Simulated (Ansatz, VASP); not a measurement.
## Two plane-wave programs on TaN

File POSCAR:

```
TaN
1.0
    0.0000000000      2.1814365931      2.1814365931
    2.1814365931      0.0000000000      2.1814365931
    2.1814365931      2.1814365931      0.0000000000
Ta N
1 1
Direct
    0.5000000000      0.5000000000      0.5000000000
    0.0000000000      0.0000000000      0.0000000000
```

File INCAR.step1:

```
PREC = Accurate
ENCUT = 520
EDIFF = 1E-5
ISMEAR = -1
SIGMA = 0.05
LREAL = False
LASPH = True
NELM = 100
ALGO = Normal
ISIF = 2
LWAVE = True
LCHARG = False
NBANDS = 15
GGA = PE
```

Contents of INCAR.step2:

```
PREC = Accurate
ENCUT = 520
EDIFF = 1E-6
ISMEAR = -1
SIGMA = 0.05
LREAL = False
LASPH = True
NELM = 100
ALGO = Normal
ISIF = 2
LWAVE = False
LCHARG = False
GGA = PE
LHFCALC = True
HFSCREEN = 0.2079
PRECFOCK = Normal
NBANDS = 15
ISTART = 1
```

KPOINTS

```
Automatic mesh
0
Gamma
  6 6 6
```

The input input:

```
crystal:
  lattice:
    - [0.0, 2.1814365931, 2.1814365931]
    - [2.1814365931, 0.0, 2.1814365931]
    - [2.1814365931, 2.1814365931, 0.0]
  atoms:
    - { symbol: Ta, position: [0.5, 0.5, 0.5] }
    - { symbol: "N", position: [0.0, 0.0, 0.0] }
hamiltonian:
  xc: hse06
  pseudopotentials: { kind: paw }
kpoints:
  mp_grid: { grid: [6, 6, 6] }
scf:
  occupations: { method: fermi_dirac, width: 0.05 }
output:
  forces: true
  stress: true
  eigenvalues: true
```

Alike in both runs: task single point; functional HSE06; k mesh 6 × 6 × 6; occupations fermi-dirac, width 0.05 eV; no spin polarisation.

|  | VASP | Ansatz |
| --- | --- | --- |
| version | VASP 6.6.1 | Ansatz 0.2.0 |
| potentials or method | VASP PAW PBE potentials, release 64 (Ta_pv, N) | Ansatz PAW |
| plane-wave cutoff (eV) | 520 | 420 |
| valence electrons in the cell | 16 | 18 |

```csv
,VASP,Ansatz,Ansatz less VASP
gap on the k mesh at the Fermi level (eV),none,none,-
pressure (GPa),4.8,5.1,+0.22
```

A gap of «none» marks a metal or a gap that the smearing closes. VASP's potentials hold 16 valence electrons a cell and Ansatz's 18, so a difference there can come from the potentials and not from the codes.

The k mesh is coarse, so the values compare programs but aren't converged. Neither program's run includes spin-orbit coupling.
